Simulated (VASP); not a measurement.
Si2W: single point with LDA

Si2W:

```
Si W
1.0
     4.55528    0.00000    0.00000
    -2.27764    3.94499    0.00000
     0.00000    0.00000    6.56115
Si W
6 3
Direct
  0.83630 0.67260 0.50000
  0.16370 0.83630 0.83333
  0.67260 0.83630 0.16667
  0.16370 0.32740 0.50000
  0.83630 0.16370 0.83333
  0.32740 0.16370 0.16667
  0.00000 0.50000 0.16667
  0.50000 0.50000 0.83333
  0.50000 0.00000 0.50000
```

```yaml
Program: VASP 6.6.1
Task: single point
Functional: LDA
Potentials_or_basis: VASP PAW LDA potentials, release 64 (Si, W_sv)
Cutoff: 520 eV
k_mesh: 12 × 12 × 8
Occupations: fermi-dirac, width 0.15 eV
Spin: no spin polarisation
Dipole_correction: no
Further_INCAR_settings: ALGO = Normal; EDIFF = 1e-06; NBANDS = 43
```

```yaml
Pressure: 0.7 GPa
Largest_force: 0.006 eV/Å
Band_gap_on_the_k_mesh: zero (bands 33 and 34 overlap by 0.03 eV)
```

Forces on the atoms (eV/Å):
```
Si   0.000  0.006  0.000
Si  -0.005  0.003  0.000
Si   0.005  0.003  0.000
Si   0.000 -0.006  0.000
Si   0.005 -0.003  0.000
Si  -0.005 -0.003  0.000
W    0.000  0.000  0.000
W    0.000  0.000  0.000
W    0.000  0.000  0.000
```

Levels at points of the mesh, in eV from the Fermi level:
```tsv
k point	band 29	band 30	band 31	band 32	band 33	band 34	band 35	band 36	band 37	band 38
(0.00, 0.00, 0.00)	-3.37	-3.37	-3.00	-2.51	-0.94	2.35	2.35	2.42	2.59	2.73
(0.50, 0.00, 0.00)	-2.50	-2.34	-1.69	-1.15	-0.63	0.06	0.86	0.97	1.12	1.99
(0.00, 0.00, 0.50)	-2.67	-2.67	-2.49	-0.72	-0.72	1.94	2.24	2.24	2.43	2.53
(0.50, 0.00, 0.50)	-3.26	-2.96	-2.13	-1.27	0.08	0.72	1.16	1.38	1.55	1.90
```

Wall time 9.6 min on 1 thread of Intel Xeon 8259CL (shared host), peak memory 0.45 GiB.

Caveat: spin-orbit coupling is left out, which moves the levels of the heavy elements.
